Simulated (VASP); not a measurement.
Crystal: CsH2.

```
Cs H
1.0
     5.12044    0.00000    0.00000
     0.00000    5.12044    0.00000
     0.00000    0.00000    5.12044
Cs H
2 4
Direct
  0.00000 0.00000 0.00000
  0.50000 0.50000 0.50000
  0.25000 0.25000 0.25000
  0.25000 0.75000 0.75000
  0.75000 0.75000 0.25000
  0.75000 0.25000 0.75000
```

The cell was built from a structure type or drawn by symmetry, and may not be a known phase.

```yaml
Program: VASP 6.6.1
Task: relaxation of cell and atoms
Functional: PBE
Potentials_or_basis: VASP PAW PBE potentials, release 64 (Cs_sv, H)
Cutoff: 600 eV
k_mesh: 4 × 4 × 4
Occupations: gaussian, width 0.1 eV
Spin: no spin polarisation
```

At the start: pressure 9.9 GPa; volume 22.38 Å³/atom.

Q: Where does the relaxation end?

A: Over 5 steps the energy falls by 411.8 meV/atom and the volume is 44.73 Å³/atom (+99.9 %); space group Pn-3m (No. 224, to 0.1 Å) before and after.

The path:
```
step  energy change (eV)  largest force (eV/Å)  pressure (GPa)  volume (Å³)
   1              0.0000                0.0000            9.91       134.25
   2             -1.3045                0.0000            5.15       162.99
   3             -2.3144                0.0000            1.20       220.96
   4             -2.4533                0.0000            0.33       251.66
   5             -2.4709                0.0000            0.02       268.37
```

Final structure:
```xyz
6
Lattice="6.4502 0.0000 0.0000 0.0000 6.4502 0.0000 0.0000 0.0000 6.4502" Properties=species:S:1:pos:R:3 pbc="T T T"
Cs    0.0000    0.0000    0.0000
Cs    3.2251    3.2251    3.2251
H     1.6126    1.6126    1.6126
H     1.6126    4.8377    4.8377
H     4.8377    4.8377    1.6126
H     4.8377    1.6126    4.8377
```

Caveat: the volume moved by over 15 % at a fixed basis, so the end points are rough.
